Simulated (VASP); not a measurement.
# SnO in VASP: notebook, part 2 of 2

VASP 6.6.1. The steps go on from the part before.

## 4. Single point, PBE (uniaxial strain along a: -2.0 %)

INCAR

```
SYSTEM = SnO
ALGO = Normal ; EDIFF = 1E-7
ENCUT = 520 ; GGA = PE
ISIF = 2 ; ISMEAR = 0
LASPH = .TRUE. ; LCHARG = .TRUE.
LELF = .TRUE. ; LREAL = .FALSE.
LVHAR = .TRUE. ; LWAVE = .FALSE.
NBANDS = 28 ; NELM = 60
PREC = Accurate ; SIGMA = 0.01
```

KPOINTS

```
k-points
0
G
  10 10 8
  0 0 0
```

POSCAR

```
SnO
1.0
    3.7908975680      0.0000000000      0.0000000000
    0.0000000000      3.8876041386      0.0000000000
    0.0000000000      0.0000000000      5.0915713941
Sn O
2 2
Direct
    0.0000000000      0.5000000000      0.2287756820
    0.5000000000      0.0000000000      0.7712243180
    0.5000000000      0.5000000000      0.0000000000
    0.0000000000      0.0000000000      0.0000000000
```

Potentials or basis: VASP PAW PBE potentials, release 64 (Sn_d, O).

Command:

```bash
$ cat potpaw_PBE.64/Sn_d/POTCAR potpaw_PBE.64/O/POTCAR > POTCAR
$ mpirun -np 1 vasp_std > vasp.out
```

OUTCAR:

```text
SYSTEM = SnO
   EDIFF = 1E-7
   ENCUT = 520
   GGA = PE
   ISIF = 2
   ISMEAR = 0
   LASPH = .TRUE.
   LREAL = .FALSE.
   NELM = 60
   PREC = Accurate

 ion  position               nearest neighbor table
   1  0.000  0.500  0.229-   3 2.22   3 2.22   4 2.27   4 2.27   2 3.58   2 3.58   2 3.58   2 3.58

   2  0.500  0.000  0.771-   4 2.22   4 2.22   3 2.27   3 2.27   1 3.58   1 3.58   1 3.58   1 3.58

   3  0.500  0.500  0.000-   1 2.22   1 2.22   2 2.27   2 2.27
   4  0.000  0.000  0.000-   2 2.22   2 2.22   1 2.27   1 2.27

  LATTYP: Found a simple orthorhombic cell.
 ALAT       =     3.7908975680
 B/A-ratio  =     1.0255102041
 C/A-ratio  =     1.3431044503

  Lattice vectors:

 A1 = (   3.7908975680,   0.0000000000,   0.0000000000)
 A2 = (   0.0000000000,   3.8876041386,   0.0000000000)
 A3 = (   0.0000000000,   0.0000000000,   5.0915713941)

Analysis of symmetry for initial positions (statically):
=====================================================================
 Subroutine PRICEL returns:
 Original cell was already a primitive cell.

 Routine SETGRP: Setting up the symmetry group for a
 simple orthorhombic supercell.

 Subroutine GETGRP returns: Found  8 space group operations
 (whereof  4 operations were pure point group operations)
 out of a pool of  8 trial point group operations.

The static configuration has the point symmetry C_2v.
 The point group associated with its full space group is D_2h.

Analysis of symmetry for dynamics (positions and initial velocities):
=====================================================================
 Subroutine PRICEL returns:
 Original cell was already a primitive cell.

 Routine SETGRP: Setting up the symmetry group for a
 simple orthorhombic supercell.
[... 124 lines left out ...]
   EFERMI =   0.00;   METHOD = LEGACY
   ISMEAR =     0;   SIGMA  =   0.01  broadening in eV -4-tet -1-fermi 0-gaus
   EFERMI_NEDOS =   21; number of points for ismear=-14 and -15
   IALGO  =     38    algorithm
   IMIX   =      4    mixing-type and parameters
     AMIX     =   0.40;   BMIX     =  1.00
     AMIX_MAG =   1.60;   BMIX_MAG =  1.00
  volume/ion in A,a.u.               =      18.76       126.59
  Fermi-wavevector in a.u.,A,eV,Ry     =   1.327403  2.508428 23.973455  1.761999
  Thomas-Fermi vector in A             =   2.456718
   LORBIT       =      0    0 simple, 1 ext, 2 COOP (PROOUT), +10 PAW based schemes
   GGA     = PE    functional components
   LHFCALC =     F    Hartree Fock is set to
   AEXX    =    0.0000 exact exchange contribution
   IVDW    =     0    specifies the selected vdW correction
   LEPSILON=     F    determine dielectric tensor
   LRPA    =     F    only Hartree local field effects (RPA)
 non-spin polarized calculation
 Gauss-broadening in eV      SIGMA  =   0.01
  energy-cutoff  :      520.00
  volume of cell :       75.04
 maximum number of plane-waves:      2048
   NGX = 15   NGY = 15   NGZ = 19

 number of electron      40.0000005 magnetization

 Free energy of the ion-electron system (eV)
  ---------------------------------------------------
  ext. energy  EPLUGINS =         0.00000000
  ---------------------------------------------------
  free energy    TOTEN  =       -22.71554061 eV

  energy without entropy =      -22.71554061  energy(sigma->0) =      -22.71554061

 E-fermi :   6.4620     XC(G=0):  -9.8699

 val. band max:        6.3252413011   @ k =   0.1000   0.0000   0.0000
 cond. band min:       6.7543285414   @ k =   0.5000   0.5000   0.0000
 fundamental gap:      0.4290872403
 Fermi energy:         6.4620110179

 k-point     1 :       0.0000    0.0000    0.0000
  band No.  band energies     occupation
      1     -15.5150      2.00000
      2     -15.1377      2.00000
      3     -15.1251      2.00000
      4     -15.1209      2.00000
      5     -15.0928      2.00000
      6     -15.0757      2.00000
[... 733 lines left out ...]
     27      13.6491      0.00000
     28      13.6491      0.00000

 [... further k-points ...]

------------------------ aborting loop because EDIFF is reached ----------------------------------------

  FORCE on cell =-STRESS in cart. coord.  units (eV):
  Direction    XX          YY          ZZ          XY          YZ          ZX
  --------------------------------------------------------------------------------------
  -------------------------------------------------------------------------------------
  Total        1.1195070      0.3980729      0.3079332      0.0000000      0.0000000      0.0000000
  in kB       23.9034987      8.4995771      6.5749316      0.0000000      0.0000000      0.0000000
  external PRESSURE =      12.9926691 kB  Pullay stress =       0.0000000 kB

 VOLUME and BASIS-vectors are now :
 -----------------------------------------------------------------------------
  energy-cutoff  :      520.00
  volume of cell :       75.04
      direct lattice vectors                 reciprocal lattice vectors
     3.790897568  0.000000000  0.000000000     0.263789771  0.000000000  0.000000000
     0.000000000  3.887604139  0.000000000     0.000000000  0.257227836  0.000000000
     0.000000000  0.000000000  5.091571394     0.000000000  0.000000000  0.196403020

 POSITION                                       TOTAL-FORCE (eV/Angst)
 -----------------------------------------------------------------------------------
      0.00000      1.94380      1.16483         0.000000      0.000000      0.164344
      1.89545      0.00000      3.92674         0.000000      0.000000     -0.164344
      1.89545      1.94380      0.00000         0.000000      0.000000     -0.164586
      0.00000      0.00000      0.00000         0.000000      0.000000      0.164586
 -----------------------------------------------------------------------------------
    total drift:                                0.000000      0.000000     -0.000000

  FREE ENERGIE OF THE ION-ELECTRON SYSTEM (eV)
  ---------------------------------------------------
  free  energy   TOTEN  =       -22.7155406089 eV

  energy  without entropy=      -22.7155406089  energy(sigma->0) =      -22.71554061
```

stdout:

```text
POSCAR found type information on POSCAR SnO
 POSCAR found :  2 types and       4 ions
 scaLAPACK will be used
 LDA part: xc-table for (Slater+PW92), standard interpolation
 POSCAR, INCAR and KPOINTS ok, starting setup
 FFT: planning ... GRIDC
 FFT: planning ... GRID_SOFT
 FFT: planning ... GRID
 WAVECAR not read
 entering main loop
```

Run time: 2.9 min. Hardware: 1 thread of Intel Xeon Platinum 8488C (Sapphire Rapids), shared host; peak memory 0.4 GiB.

What came out:

```
Free energy            : -22.7155 eV
Pressure               : 1.3 GPa
Largest force          : 0.165 eV/Å
Band gap on the k mesh : 0.43 eV (least direct gap 1.93 eV)
```

Forces on the atoms (eV/Å):
```
Sn   0.000  0.000  0.164
Sn   0.000  0.000 -0.164
O    0.000  0.000 -0.165
O    0.000  0.000  0.165
```

Caveat: the cell differs from its parent crystal (uniaxial strain along a: -2.0 %); spin-orbit coupling is left out, which moves the levels of the heavy elements. A k mesh can miss the band edges.

## 5. Overview

| cell | gap on the mesh (eV) | pressure (GPa) | largest force (eV/Å) |
| --- | --- | --- | --- |
| a = 3.791, b = 3.791, c = 5.161 Å, 4 atoms, atomic positions A | 0.30 | 2.4 | 0.08 |
| a = 3.946, b = 3.946, c = 5.001 Å, 4 atoms, atomic positions B | 0.74 | -1.7 | 0.07 |
| a = 3.791, b = 3.888, c = 5.092 Å, 4 atoms, atomic positions A | 0.43 | 1.3 | 0.16 |

Alike in all rows: task single point; level PBE; potentials or basis VASP PAW PBE potentials, release 64 (Sn_d, O); no spin polarisation; k mesh 10 × 10 × 8; cutoff (eV) 520; smearing gaussian 0.01 eV.

Caveats: spin-orbit coupling is left out, which moves the levels of the heavy elements.

Total energies depend on the potentials used, so only differences within one code and one set of settings carry meaning.
